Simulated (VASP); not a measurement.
# TaTiSi4 (F222) in VASP: further runs, part 2 of 2

VASP 6.6.1. Earlier steps stand in the parts before.

## 3. Single point, PBE (13.56 Å³/atom)

This run uses another cell than the first one, of 13.56 Å³/atom.

INCAR

```
PREC = Accurate ; ENCUT = 500
EDIFF = 1E-6 ; ISMEAR = 0
SIGMA = 0.1 ; LREAL = F
LASPH = T ; NELM = 120
ALGO = Normal ; ISIF = 2
LWAVE = F ; LCHARG = T
GGA = PE ; LELF = T
LVHAR = T ; NBANDS = 28
GGA_COMPAT = F
```

KPOINTS

```
regular mesh
0
Gamma
  10 10 10
```

POSCAR

```
TaTiSi4
1.0
    0.0000000000      4.0581253396      4.2505804227
    2.3577096368      0.0000000000      4.2505804227
    2.3577096368      4.0581253396      0.0000000000
Ti Ta Si
1 1 4
Direct
    0.7500000000      0.7500000000      0.7500000000
    0.5000000000      0.5000000000      0.5000000000
    0.0946702761      0.4053297239      0.0946702761
    0.4053297239      0.0946702761      0.4053297239
    0.1614551259      0.8385448741      0.1614551259
    0.8385448741      0.1614551259      0.8385448741
```

Potentials or basis: VASP PAW PBE potentials, release 64 (Ti_sv, Ta_pv, Si).

Started as:

```bash
cat potpaw_PBE.64/Ti_sv/POTCAR potpaw_PBE.64/Ta_pv/POTCAR potpaw_PBE.64/Si/POTCAR > POTCAR
mpirun -np 1 vasp_std > vasp.out
```

OUTCAR:

```text
PREC = Accurate
   ENCUT = 500
   EDIFF = 1E-6
   ISMEAR = 0
   LREAL = F
   LASPH = T
   NELM = 120
   ISIF = 2
   GGA = PE

 ion  position               nearest neighbor table
   1  0.750  0.750  0.750-   6 2.53   5 2.53   6 2.53   5 2.53   4 2.67   4 2.67   3 2.67   3 2.67
                             3 2.80   4 2.80   2 3.17   2 3.17   2 3.17   2 3.17
   2  0.500  0.500  0.500-   3 2.55   4 2.55   3 2.55   4 2.55   5 2.70   5 2.70   6 2.70   6 2.70
                             5 2.75   6 2.75   1 3.17   1 3.17   1 3.17   1 3.17
   3  0.095  0.405  0.095-   5 2.49   5 2.49   4 2.52   2 2.55   2 2.55   1 2.67   1 2.67   1 2.80
                             4 2.81   4 2.81   6 3.13   6 3.13
   4  0.405  0.095  0.405-   6 2.49   6 2.49   3 2.52   2 2.55   2 2.55   1 2.67   1 2.67   1 2.80
                             3 2.81   3 2.81   5 3.13   5 3.13
   5  0.161  0.839  0.161-   3 2.49   3 2.49   1 2.53   1 2.53   6 2.62   2 2.70   2 2.70   2 2.75
                             6 2.76   6 2.76   4 3.13   4 3.13
   6  0.839  0.161  0.839-   4 2.49   4 2.49   1 2.53   1 2.53   5 2.62   2 2.70   2 2.70   2 2.75
                             5 2.76   5 2.76   3 3.13   3 3.13

  LATTYP: Found a face centered orthorhombic cell.
 ALAT       =     4.7154192736
 B/A-ratio  =     1.7212150624
 C/A-ratio  =     1.8028430458

  Lattice vectors:

 A1 = (   0.0000000000,   4.0581253396,   4.2505804227)
 A2 = (   2.3577096368,   0.0000000000,   4.2505804227)
 A3 = (   2.3577096368,   4.0581253396,   0.0000000000)

Analysis of symmetry for initial positions (statically):
=====================================================================
 Subroutine PRICEL returns:
 Original cell was already a primitive cell.

 Routine SETGRP: Setting up the symmetry group for a
 face centered orthorhombic supercell.

 Subroutine GETGRP returns: Found  4 space group operations
 (whereof  4 operations were pure point group operations)
 out of a pool of  8 trial point group operations.

The static configuration has the point symmetry D_2 .

Analysis of symmetry for dynamics (positions and initial velocities):
=====================================================================
 Subroutine PRICEL returns:
 Original cell was already a primitive cell.
[... 143 lines left out ...]
   AEXX    =    0.0000 exact exchange contribution
   IVDW    =     0    specifies the selected vdW correction
   LEPSILON=     F    determine dielectric tensor
   LRPA    =     F    only Hartree local field effects (RPA)
 non-spin polarized calculation
 Gauss-broadening in eV      SIGMA  =   0.10
  energy-cutoff  :      500.00
  volume of cell :       81.34
 maximum number of plane-waves:      2100
 NGX is ok and might be reduce to    48
   NGX = 21   NGY = 17   NGZ = 17

 number of electron      39.0000002 magnetization

 Free energy of the ion-electron system (eV)
  ---------------------------------------------------
  ext. energy  EPLUGINS =         0.00000000
  ---------------------------------------------------
  free energy    TOTEN  =       -44.28291647 eV

  energy without entropy =      -44.27679732  energy(sigma->0) =      -44.27985690

 E-fermi :  10.4840     XC(G=0): -12.1265

 val. band max:       10.4741840177   @ k =  -0.1000   0.4000   0.3000
 cond. band min:      10.4907105570   @ k =  -0.3000   0.3000   0.4000
 fundamental gap:      0.0165265394
 Fermi energy:        10.4839635333

 k-point     1 :       0.0000    0.0000    0.0000
  band No.  band energies     occupation
      1     -45.9428      2.00000
      2     -23.6071      2.00000
      3     -23.5749      2.00000
      4     -23.5455      2.00000
      5     -22.3138      2.00000
      6     -22.2996      2.00000
[... 733 lines left out ...]
     27      14.2357      0.00000
     28      14.9166      0.00000

 [... further k-points ...]

------------------------ aborting loop because EDIFF is reached ----------------------------------------

  FORCE on cell =-STRESS in cart. coord.  units (eV):
  Direction    XX          YY          ZZ          XY          YZ          ZX
  --------------------------------------------------------------------------------------
  -------------------------------------------------------------------------------------
  Total        5.8058431      5.7791298      5.7260751      0.0000000      0.0000000      0.0000000
  in kB      114.3620325    113.8358407    112.7907828      0.0000000      0.0000000      0.0000000
  external PRESSURE =     113.6628853 kB  Pullay stress =       0.0000000 kB

 VOLUME and BASIS-vectors are now :
 -----------------------------------------------------------------------------
  energy-cutoff  :      500.00
  volume of cell :       81.34
      direct lattice vectors                 reciprocal lattice vectors
     0.000000000  4.058125340  4.250580423    -0.212070219  0.123209600  0.117630994
     2.357709637  0.000000000  4.250580423     0.212070219 -0.123209600  0.117630994
     2.357709637  4.058125340  0.000000000     0.212070219  0.123209600 -0.117630994

 POSITION                                       TOTAL-FORCE (eV/Angst)
 -----------------------------------------------------------------------------------
      3.53656      6.08719      6.37587        -0.000000     -0.000000      0.000000
      2.35771      4.05813      4.25058        -0.000000      0.000000      0.000000
      1.17885      0.76837      2.12529        -0.000000     -0.002420      0.000000
      1.17885      3.28976      2.12529        -0.000000      0.002420      0.000000
      2.35771      1.31041      4.25058         0.000000      0.005718     -0.000000
      2.35771      6.80584      4.25058         0.000000     -0.005718     -0.000000
 -----------------------------------------------------------------------------------
    total drift:                                0.000000      0.000000      0.000000

  FREE ENERGIE OF THE ION-ELECTRON SYSTEM (eV)
  ---------------------------------------------------
  free  energy   TOTEN  =       -44.2829164696 eV

  energy  without entropy=      -44.2767973223  energy(sigma->0) =      -44.27985690
```

Wall time 11 min (1 thread of Intel Xeon 8259CL, shared host); peak memory 0.51 GiB.

Results:

```yaml
Free_energy: -44.2829 eV
Pressure: 11.4 GPa
Largest_force: 0.006 eV/Å
Band_gap_on_the_k_mesh: zero (an odd number of electrons rules out a gap without spin polarisation)
```

Forces on the atoms (eV/Å):
```
Ti   0.000  0.000  0.000
Ta   0.000  0.000  0.000
Si   0.000 -0.002  0.000
Si   0.000  0.002  0.000
Si   0.000  0.006  0.000
Si   0.000 -0.006  0.000
```

Stress tensor (GPa, compression positive):
```
11.44  0.00  0.00
 0.00 11.38  0.00
 0.00  0.00 11.28
```

Levels at points of the mesh, in eV from the Fermi level:
| k point | band 17 | band 18 | band 19 | band 20 | band 21 | band 22 |
| --- | --- | --- | --- | --- | --- | --- |
| (0.00, 0.00, 0.00) | -2.66 | -2.31 | -1.69 | -1.67 | 2.00 | 2.73 |
| (0.50, 0.00, 0.00) | -2.00 | -0.74 | -0.47 | 0.51 | 1.07 | 1.17 |
| (0.50, 0.50, 0.00) | -1.83 | -1.80 | -1.50 | 0.03 | 0.10 | 2.99 |
| (0.50, 0.00, 0.50) | -2.66 | -1.94 | -1.52 | 0.89 | 0.94 | 3.09 |
| (0.00, 0.50, 0.50) | -1.63 | -1.46 | -1.03 | 0.16 | 0.24 | 2.06 |

Caveat: the cell stands under pressure; spin-orbit coupling is left out, which moves the levels of the heavy elements.

## 4. Single point, PBE (13.99 Å³/atom)

This run uses another cell than the first one, of 13.99 Å³/atom.

INCAR

```
ALGO = Normal
EDIFF = 1E-6
ENCUT = 500
GGA = PE
GGA_COMPAT = F
ISIF = 2
ISMEAR = 0
LASPH = T
LCHARG = F
LREAL = F
LWAVE = F
NBANDS = 28
NELM = 120
PREC = Accurate
SIGMA = 0.1
```

KPOINTS

```
k-points
0
Gamma
  10 10 10
```

POSCAR

```
TaTiSi4
1.0
    0.0000000000      4.1110250609      4.2855253310
    2.3820655194      0.0000000000      4.2855253310
    2.3820655194      4.1110250609      0.0000000000
Ti Ta Si
1 1 4
Direct
    0.7500000000      0.7500000000      0.7500000000
    0.5000000000      0.5000000000      0.5000000000
    0.0952737460      0.4047262540      0.0952737460
    0.4047262540      0.0952737460      0.4047262540
    0.1610946107      0.8389053893      0.1610946107
    0.8389053893      0.1610946107      0.8389053893
```

Potentials or basis: VASP PAW PBE potentials, release 64 (Ti_sv, Ta_pv, Si).

Started as:

```bash
cat potpaw_PBE.64/Ti_sv/POTCAR potpaw_PBE.64/Ta_pv/POTCAR potpaw_PBE.64/Si/POTCAR > POTCAR
mpirun -np 1 vasp_std > vasp.out
```

OUTCAR:

```text
EDIFF = 1E-6
   ENCUT = 500
   GGA = PE
   ISIF = 2
   ISMEAR = 0
   LASPH = T
   LREAL = F
   NELM = 120
   PREC = Accurate

 ion  position               nearest neighbor table
   1  0.750  0.750  0.750-   5 2.56   5 2.56   6 2.56   6 2.56   4 2.70   4 2.70   3 2.70   3 2.70
                             3 2.84   4 2.84   2 3.20   2 3.20   2 3.20   2 3.20
   2  0.500  0.500  0.500-   3 2.57   4 2.57   3 2.57   4 2.57   5 2.73   5 2.73   6 2.73   6 2.73
                             5 2.79   6 2.79   1 3.20   1 3.20   1 3.20   1 3.20
   3  0.095  0.405  0.095-   5 2.51   5 2.51   4 2.54   2 2.57   2 2.57   1 2.70   1 2.70   1 2.84
[... 960 lines left out ...]
  -------------------------------------------------------------------------------------
  Total        2.7860152      2.7434180      2.6991884      0.0000000      0.0000000      0.0000000
  in kB       53.1809605     52.3678422     51.5235644      0.0000000      0.0000000      0.0000000
  external PRESSURE =      52.3574557 kB  Pullay stress =       0.0000000 kB

 VOLUME and BASIS-vectors are now :
 -----------------------------------------------------------------------------
  energy-cutoff  :      500.00
  volume of cell :       83.93
      direct lattice vectors                 reciprocal lattice vectors
     0.000000000  4.111025061  4.285525331    -0.209901867  0.121624167  0.116671811
     2.382065519  0.000000000  4.285525331     0.209901867 -0.121624167  0.116671811
     2.382065519  4.111025061  0.000000000     0.209901867  0.121624167 -0.116671811

 POSITION                                       TOTAL-FORCE (eV/Angst)
 -----------------------------------------------------------------------------------
      3.57310      6.16654      6.42829         0.000000     -0.000000      0.000000
      2.38207      4.11103      4.28553        -0.000000      0.000000      0.000000
      1.19103      0.78335      2.14276         0.000000     -0.002359      0.000000
      1.19103      3.32768      2.14276         0.000000      0.002359      0.000000
      2.38207      1.32453      4.28553         0.000000      0.005465     -0.000000
      2.38207      6.89752      4.28553         0.000000     -0.005465     -0.000000
 -----------------------------------------------------------------------------------
    total drift:                                0.000000      0.000000      0.000000

  FREE ENERGIE OF THE ION-ELECTRON SYSTEM (eV)
  ---------------------------------------------------
  free  energy   TOTEN  =       -44.4167158299 eV

  energy  without entropy=      -44.4103495025  energy(sigma->0) =      -44.41353267
```

stdout:

```text
POSCAR found type information on POSCAR TiTaSi
 POSCAR found :  3 types and       6 ions
 scaLAPACK will be used
 LDA part: xc-table for (Slater+PW92), standard interpolation
 POSCAR, INCAR and KPOINTS ok, starting setup
 FFT: planning ... GRIDC
 FFT: planning ... GRID_SOFT
 FFT: planning ... GRID
 WAVECAR not read
 entering main loop
```

It took 12 min on 1 thread of Intel Xeon 8259CL, shared host; peak memory 0.51 GiB.

What came out:

```yaml
Free_energy: -44.4167 eV
Pressure: 5.2 GPa
Largest_force: 0.005 eV/Å
Band_gap_on_the_k_mesh: zero (an odd number of electrons rules out a gap without spin polarisation)
```

Forces on the atoms (eV/Å):
```
Ti   0.000  0.000  0.000
Ta   0.000  0.000  0.000
Si   0.000 -0.002  0.000
Si   0.000  0.002  0.000
Si   0.000  0.005  0.000
Si   0.000 -0.005  0.000
```

Stress tensor (GPa, compression positive):
```
5.32 0.00 0.00
0.00 5.24 0.00
0.00 0.00 5.15
```

Caveat: the cell stands under pressure; spin-orbit coupling is left out, which moves the levels of the heavy elements.

## 5. The runs side by side

```csv
spin,cell,k mesh,gap on the mesh (eV),pressure (GPa),largest force (eV/Å)
collinear,"a = 6.009, b = 4.971, c = 4.782 Å, angles 76.0, 53.4, 50.6°, 6 atoms",4 × 4 × 4,none,0.0,0.01
off,"a = 5.877, b = 4.861, c = 4.693 Å, angles 75.9, 53.3, 50.8°, 6 atoms",10 × 10 × 10,none,11.4,0.01
off,"a = 5.939, b = 4.903, c = 4.751 Å, angles 75.9, 53.2, 50.9°, 6 atoms",10 × 10 × 10,none,5.2,0.01
```

Alike in all rows: task single point; level PBE; potentials or basis VASP PAW PBE potentials, release 64 (Ti_sv, Ta_pv, Si); cutoff (eV) 500; smearing gaussian 0.1 eV.

Caveats: some runs use coarse meshes; spin-orbit coupling is left out, which moves the levels of the heavy elements; the cell stands under pressure (at least some runs).

Absolute energies hang on the potentials; compare differences alone.
